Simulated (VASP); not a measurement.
Input of a VASP 6.6.1 run:

File INCAR:

```
SYSTEM = BN
PREC = Accurate ; ENCUT = 520
EDIFF = 1E-6 ; ISMEAR = 0
SIGMA = 0.05 ; LREAL = .False.
LASPH = .True. ; NELM = 80
ALGO = Normal ; ISIF = 2
LWAVE = .False. ; LCHARG = .False.
GGA = PE ; NBANDS = 16
```

File KPOINTS:

```
regular mesh
0
Gamma
  6 6 6
  0 0 0
```

File POSCAR:

```
BN
1.0
    0.0000000000     -1.8123937734     -1.8123937734
   -1.8123937734      0.0000000000     -1.8123937734
    1.8123937734      1.8123937734     -3.6247875468
B N
2 2
Direct
    0.0073108643     -0.0022703397      0.0000000000
    0.4926891357      0.5022703397      0.5000000000
    0.3824816849      0.3726766131      0.8750000000
    0.8675183151      0.8773233869      0.3750000000
```

Potentials or basis: VASP PAW PBE potentials, release 64 (B, N).

Run with:

```bash
$ cat potpaw_PBE.64/B/POTCAR potpaw_PBE.64/N/POTCAR > POTCAR
$ mpirun -np 1 vasp_std > vasp.out
```

(1) Estimate the largest force.

(2) Estimate the pressure.

(3) What does it give for the band gap on the k mesh?

Results:

(1) 0.204 eV/Å.

(2) 0.2 GPa.

(3) 4.44 eV.

Caveat: the k points lie up to 0.48 Å⁻¹ apart; the cell differs from its parent crystal (mode 4 frozen in at +0.000 Å and mode 5 at -0.017 Å (largest displacements)).
